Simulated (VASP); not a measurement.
# Ge2Sb2Te5 (C2/m) in VASP: single point with PBE+D3(BJ)

Aim: the single point of Ge2Sb2Te5 with PBE+D3(BJ).

All numbers are computed with VASP 6.6.1; they aren't measurements. Logs are shortened: lines on timing, memory, paths and dates and some standing lists are left out, and cuts for length are marked.

## (1) The cell of the first run

The typed cell holds 9 atoms: a = 4.203 Å, b = 4.203 Å, c = 18.148 Å, α = 96.66°, β = 83.34°, γ = 119.99°.

## (2) Single point, PBE+D3(BJ)

INCAR reads:

```
PREC = Accurate ; ENCUT = 520
EDIFF = 1E-6 ; ISMEAR = 0
SIGMA = 0.03 ; LREAL = False
LASPH = True ; NELM = 80
ALGO = Normal ; ISIF = 2
LWAVE = False ; LCHARG = False
GGA = PE ; IVDW = 12
NBANDS = 44 ; ISYM = 0
KPAR = 4
```

KPOINTS reads:

```
Automatic mesh
0
Gamma
  10 10 2
```

POSCAR reads:

```
Ge2Sb2Te5
1.0
    4.2032963720      0.0005239110      0.0004319161
   -2.1011944657      3.6404233933     -0.0004319161
    2.1032601797     -1.2143178309     17.9849771134
Te Sb Ge
5 2 2
Direct
    0.0000000000      0.0000000000      0.0000000000
    0.5973041731      0.4026958269      0.2078240895
    0.1952615637      0.8047384363      0.4140452969
    0.8047384363      0.1952615637      0.5859547031
    0.4026958269      0.5973041731      0.7921759105
    0.2962917018      0.7037082982      0.1110322718
    0.7037082982      0.2962917018      0.8889677282
    0.8888835239      0.1111164761      0.3333812383
    0.1111164761      0.8888835239      0.6666187617
```

Potentials or basis: VASP PAW PBE potentials, release 64 (Te, Sb, Ge_d).

Launch:

```
$ cat potpaw_PBE.64/Te/POTCAR potpaw_PBE.64/Sb/POTCAR potpaw_PBE.64/Ge_d/POTCAR > POTCAR
$ mpirun -np 4 vasp_std > vasp.out
```

OUTCAR:

```text
PREC = Accurate
   ENCUT = 520
   EDIFF = 1E-6
   ISMEAR = 0
   LREAL = False
   LASPH = True
   NELM = 80
   ISIF = 2
   GGA = PE
   IVDW = 12
   ISYM = 0
 IVDW          = 12

 ion  position               nearest neighbor table
   1  0.000  0.000  0.000-   6 3.14   7 3.14   6 3.14   7 3.14   7 3.14   6 3.14
   2  0.597  0.403  0.208-   6 2.99   6 2.99   6 2.99
   3  0.195  0.805  0.414-   8 2.83   8 2.83   8 2.83
   4  0.805  0.195  0.586-   9 2.83   9 2.83   9 2.83
   5  0.403  0.597  0.792-   7 2.99   7 2.99   7 2.99
   6  0.296  0.704  0.111-   2 2.99   2 2.99   2 2.99   1 3.14   1 3.14   1 3.14
   7  0.704  0.296  0.889-   5 2.99   5 2.99   5 2.99   1 3.14   1 3.14   1 3.14
   8  0.889  0.111  0.333-   3 2.83   3 2.83   3 2.83
   9  0.111  0.889  0.667-   4 2.83   4 2.83   4 2.83

IMPORTANT INFORMATION: All symmetrisations will be switched off!
NOSYMM: (Re-)initialisation of all symmetry stuff for point group C_1.

----------------------------------------------------------------------------------------

                                     Primitive cell

  volume of cell :     275.2175

  direct lattice vectors                    reciprocal lattice vectors
     4.203296372  0.000523911  0.000431916     0.237893307  0.137306031 -0.018549835
    -2.101194466  3.640423393 -0.000431916    -0.000036142  0.274674663  0.018549835
     2.103260180 -1.214317831 17.984977113    -0.000005714  0.000003299  0.055602852

  length of vectors
     4.203296427  4.203296427 18.148214043     0.275300324  0.275300324  0.055602853

  position of ions in fractional coordinates (direct lattice)
     0.000000000  0.000000000  0.000000000
     0.597304173  0.402695827  0.207824090
     0.195261564  0.804738436  0.414045297
     0.804738436  0.195261564  0.585954703
     0.402695827  0.597304173  0.792175910
     0.296291702  0.703708298  0.111032272
     0.703708298  0.296291702  0.888967728
     0.888883524  0.111116476  0.333381238
     0.111116476  0.888883524  0.666618762

  ion indices of the primitive-cell ions
   primitive index   ion index
                 1           1
                 2           2
                 3           3
                 4           4
                 5           5
                 6           6
                 7           7
                 8           8
                 9           9

----------------------------------------------------------------------------------------

 KPOINTS: Automatic mesh

Automatic generation of k-mesh.
 Grid dimensions read from file:
[... 73 lines left out ...]
   POTIM  = 0.5000    time-step for ionic-motion
   TEBEG  =    0.0;   TEEND  =   0.0 temperature during run
   PSTRESS=    0.0 pullay stress
   NELECT =      68.0000    total number of electrons
   NUPDOWN=      -1.0000    fix difference up-down
   EMIN   =  10.00;   EMAX   =-10.00  energy-range for DOS
   EFERMI =   0.00;   METHOD = LEGACY
   ISMEAR =     0;   SIGMA  =   0.03  broadening in eV -4-tet -1-fermi 0-gaus
   EFERMI_NEDOS =   21; number of points for ismear=-14 and -15
   IALGO  =     38    algorithm
   IMIX   =      4    mixing-type and parameters
     AMIX     =   0.40;   BMIX     =  1.00
     AMIX_MAG =   1.60;   BMIX_MAG =  1.00
  volume/ion in A,a.u.               =      30.58       206.36
  Fermi-wavevector in a.u.,A,eV,Ry     =   1.027273  1.941264 14.358083  1.055289
  Thomas-Fermi vector in A             =   2.161209
   LORBIT       =      0    0 simple, 1 ext, 2 COOP (PROOUT), +10 PAW based schemes
   GGA     = PE    functional components
   LHFCALC =     F    Hartree Fock is set to
   AEXX    =    0.0000 exact exchange contribution
   IVDW    =    12    specifies the selected vdW correction
   LEPSILON=     F    determine dielectric tensor
   LRPA    =     F    only Hartree local field effects (RPA)
 non-spin polarized calculation
 Gauss-broadening in eV      SIGMA  =   0.03
  energy-cutoff  :      520.00
  volume of cell :      275.22
 maximum number of plane-waves:      7444
   NGX = 15   NGY = 15   NGZ = 67

 number of electron      67.9999997 magnetization

 Free energy of the ion-electron system (eV)
  ---------------------------------------------------
  ext. energy  EPLUGINS =         0.00000000
  ---------------------------------------------------
  free energy    TOTEN  =       -33.77299202 eV

  energy without entropy =      -33.77259117  energy(sigma->0) =      -33.77279159

 E-fermi :   6.3935     XC(G=0):  -9.3535

 val. band max:        6.3727763290   @ k =   0.1000   0.0000   0.5000
 cond. band min:       6.4085433007   @ k =   0.5000   0.5000  -0.0000
 fundamental gap:      0.0357669717
 Fermi energy:         6.3934812838

 k-point     1 :       0.0000    0.0000    0.0000
  band No.  band energies     occupation
      1     -18.5724      2.00000
      2     -18.5724      2.00000
      3     -18.5723      2.00000
      4     -18.5723      2.00000
      5     -18.5586      2.00000
      6     -18.5585      2.00000
[... 1117 lines left out ...]
     43       9.1818      0.00000
     44       9.5420      0.00000

 [... further k-points ...]

------------------------ aborting loop because EDIFF is reached ----------------------------------------

 Edisp (eV)   -3.81124

 E8    (eV) :    -1.7507

  FORCE on cell =-STRESS in cart. coord.  units (eV):
  Direction    XX          YY          ZZ          XY          YZ          ZX
  --------------------------------------------------------------------------------------
  -------------------------------------------------------------------------------------
  Total       0.00223     0.00839     0.01375     0.00532     0.00169    -0.00295
  in kB       0.01295     0.04885     0.08005     0.03094     0.00987    -0.01715
  external pressure =        0.05 kB  Pullay stress =        0.00 kB

 VOLUME and BASIS-vectors are now :
 -----------------------------------------------------------------------------
  energy-cutoff  :      520.00
  volume of cell :      275.22
      direct lattice vectors                 reciprocal lattice vectors
     4.203296372  0.000523911  0.000431916     0.237893307  0.137306031 -0.018549835
    -2.101194466  3.640423393 -0.000431916    -0.000036142  0.274674663  0.018549835
     2.103260180 -1.214317831 17.984977113    -0.000005714  0.000003299  0.055602852

 POSITION                                       TOTAL-FORCE (eV/Angst)
 -----------------------------------------------------------------------------------
      0.00000      0.00000      0.00000         0.000001     -0.000001     -0.000012
      2.10161      1.21393      3.73780         0.000261     -0.000151      0.018987
      0.00068      2.42691      7.44633        -0.000130      0.000076      0.017247
      4.20469     -0.00028     10.53865         0.000132     -0.000078     -0.017232
      2.10375      1.21270     14.24718        -0.000259      0.000150     -0.019002
      0.00030      2.42712      1.99674         0.000165     -0.000094     -0.023058
      4.20506     -0.00049     15.98824        -0.000167      0.000095      0.023139
      4.20395      0.00015      5.99619        -0.000080      0.000044     -0.018194
      0.00141      2.42648     11.98879         0.000077     -0.000042      0.018125
 -----------------------------------------------------------------------------------
    total drift:                               -0.000002      0.000002     -0.000089

  FREE ENERGIE OF THE ION-ELECTRON SYSTEM (eV)
  ---------------------------------------------------
  free  energy   TOTEN  =       -37.5842281213 eV

  energy  without entropy=      -37.5838272717  energy(sigma->0) =      -37.58402770
```

stdout:

```text
POSCAR found type information on POSCAR TeSbGe
 POSCAR found :  3 types and       9 ions
 scaLAPACK will be used
 LDA part: xc-table for (Slater+PW92), standard interpolation
 POSCAR, INCAR and KPOINTS ok, starting setup
 FFT: planning ... GRIDC
 FFT: planning ... GRID_SOFT
 FFT: planning ... GRID
 WAVECAR not read
 entering main loop
```

Wall time 19 min (4 MPI ranks of Oxide Virtual Turin-like, shared host); peak memory 1.1 GiB.

Results:

| Item | Value |
| --- | --- |
| Free energy | -37.5842 eV |
| Pressure | 0.0 GPa |
| Largest force | 0.023 eV/Å |
| Band gap on the k mesh | 0.04 eV (least direct gap 0.15 eV) |
| Dispersion energy per atom | -0.423 eV |

Forces on the atoms (eV/Å):
```
Te   0.000  0.000  0.000
Te   0.000  0.000  0.019
Te   0.000  0.000  0.017
Te   0.000  0.000 -0.017
Te   0.000  0.000 -0.019
Sb   0.000  0.000 -0.023
Sb   0.000  0.000  0.023
Ge   0.000  0.000 -0.018
Ge   0.000  0.000  0.018
```

Levels at points of the mesh, in eV from the valence-band top:
```
           k point  band 31  band 32  band 33  band 34  band 35  band 36  band 37  band 38
(0.00, 0.00, 0.00)    -1.38    -1.31    -1.18    -0.08     0.10     0.10     0.37     1.02
(0.50, 0.00, 0.00)    -1.84    -1.82    -1.49    -1.44     0.10     0.49     0.52     1.32
(0.00, 0.50, 0.00)    -1.84    -1.82    -1.49    -1.44     0.10     0.49     0.52     1.32
(0.50, 0.50, 0.00)    -2.26    -2.19    -1.91    -0.86     0.04     0.61     0.66     1.30
(0.00, 0.00, 0.50)    -1.40    -1.40    -0.96    -0.14     0.11     0.11     0.39     1.02
(0.50, 0.00, 0.50)    -2.27    -2.19    -1.91    -0.85     0.04     0.61     0.66     1.31
(0.00, 0.50, 0.50)    -2.27    -2.19    -1.91    -0.85     0.04     0.61     0.66     1.31
(0.50, 0.50, 0.50)    -1.84    -1.82    -1.49    -1.45     0.10     0.49     0.52     1.32
```

Caveat: spin-orbit coupling is left out, which moves the levels of the heavy elements. A k mesh can miss the band edges.
